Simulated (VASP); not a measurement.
Input of a VASP 6.6.1 run:

INCAR

```
SYSTEM = HfO2
PREC = Accurate
ENCUT = 520
EDIFF = 1E-7
ISMEAR = 0
SIGMA = 0.05
LREAL = .False.
LASPH = .True.
NELM = 80
ALGO = Normal
ISIF = 2
LWAVE = .False.
LCHARG = .False.
GGA = PE
NBANDS = 31
```

The input KPOINTS:

```
regular mesh
0
Gamma
  6 6 6
  0 0 0
```

POSCAR

```
HfO2
1.0
    3.5580193300      0.0000000000      0.0000000000
    0.0000000000      3.5580193300      0.0000000000
    0.0000000000      0.0000000000      5.1718612100
Hf O
2 4
Direct
    0.5365738962      0.5000000000      0.4855746789
    0.0000000000      0.0000000000      0.0000000000
    0.0000000000      0.5000000000      0.6972078800
    0.5000000000      0.0000000000      0.8027921200
    0.5000000000      0.0000000000      0.3027921200
    0.0000000000      0.5000000000      0.1972078800
```

Potentials or basis: VASP PAW PBE potentials, release 64 (Hf_pv, O).

Launch:

```console
$ cat potpaw_PBE.64/Hf_pv/POTCAR potpaw_PBE.64/O/POTCAR > POTCAR
$ mpirun -np 1 vasp_std > vasp.out
```

Q: Predict the band gap on the k mesh.

A: 4.53 eV (least direct gap 4.62 eV).

Q: What does it give for the largest force?

A: 1.991 eV/Å.

Q: Predict the pressure.

A: 8.0 GPa.

Forces on the atoms (eV/Å):
```
Hf  -1.206  0.000  1.584
Hf   0.084  0.000 -1.058
O    1.055  0.000 -0.043
O    0.104  0.000  0.023
O    0.112  0.000 -0.613
O   -0.148  0.000  0.106
```

Caveat: the cell differs from its parent crystal (atom 1 (Hf) moved -0.150 Å towards its neighbour atom 3 (O) at 2.051 Å); the stress differs along the axes, from 6 to 11 GPa; spin-orbit coupling is left out, which moves the levels of the heavy elements; forces of over 1 eV/Å act on the atoms, so gaps and moduli don't describe the material at rest. A k mesh can miss the band edges.
